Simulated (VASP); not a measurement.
A run of VASP 6.6.1:

File INCAR:

```
ALGO = Normal
EDIFF = 1E-7
ENCUT = 520
GGA = CA
ISIF = 2
ISMEAR = 0
LASPH = True
LCHARG = False
LREAL = False
LWAVE = False
NBANDS = 11
NELM = 60
PREC = Accurate
SIGMA = 0.01
```

KPOINTS

```
k-points
0
Gamma
  5 5 5
```

File POSCAR:

```
MgO
1.0
    0.0000000000      2.1085000000      2.1085000000
    2.1085000000      0.0000000000      2.1085000000
    2.1085000000      2.1085000000      0.0000000000
Mg O
1 1
Direct
    0.0000000000      0.0000000000      0.0000000000
    0.5000000000      0.5000000000      0.5000000000
```

Potentials or basis: VASP PAW LDA potentials, release 64 (Mg, O).

The run is started by

```bash
$ cat potpaw_LDA.64/Mg/POTCAR potpaw_LDA.64/O/POTCAR > POTCAR
$ mpirun -np 1 vasp_std > vasp.out
```

Hardware: 1 thread of AMD EPYC 7R13 (shared host).

Question: Estimate the wall time of this run.

Answer: Wall time 6.2 s on 1 thread of AMD EPYC 7R13, on a shared host, peak memory 0.09 GiB. Counts: scf iterations 12, k points 10.
